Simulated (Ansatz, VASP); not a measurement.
InAs: VASP beside Ansatz

```xyz
12
Lattice="4.3747 0.0000 0.0000 0.0000 6.1868 0.0000 0.0000 0.0000 25.9367" Properties=species:S:1:pos:R:3 pbc="T T T"
In    2.1873    2.7567    8.0026
In    0.0000    0.1177    9.5629
In    2.1873    3.1904   11.9428
In    0.0000    0.0970   13.9940
In    2.1873    3.2111   16.3738
In    0.0000   -0.3367   17.9341
As    0.0000    1.4660    7.2359
As    2.1873    4.7560    9.7384
As    0.0000    1.6334   11.8129
As    2.1873    4.7268   14.1239
As    0.0000    1.6626   16.1985
As    2.1873    4.5592   18.7009
```

Alike in both runs: functional PBE; k mesh 8 × 6 × 1; occupations gaussian, width 0.1 eV; no spin polarisation.

Ansatz relaxed the structure, and its values are those at the end. VASP's run is a single point on that final structure, the one shown.

|  | VASP | Ansatz |
| --- | --- | --- |
| version | VASP 6.6.1 | Ansatz 0.2.0 |
| potentials or method | VASP PAW PBE potentials, release 64 (In_d, As), cutoff 520 eV | scalar-relativistic, plane waves, PAW |
| valence electrons in the cell | 108 | 168 |

VASP gave:

```
gap on the k mesh at the Fermi level (eV) : 0.49
least direct gap on the mesh (eV)         : 0.49
rms of the force components (eV/Å)        : 0.004
```

Problem. What did Ansatz give for the same quantities?

Solution. gap on the k mesh at the Fermi level (eV): 0.50; least direct gap on the mesh (eV): 0.50; rms of the force components (eV/Å): 0.003.

VASP's potentials hold 108 valence electrons a cell and Ansatz's 168, so a difference there can come from the potentials and not from the codes. Ansatz's warnings: xc potential rough in thin density.
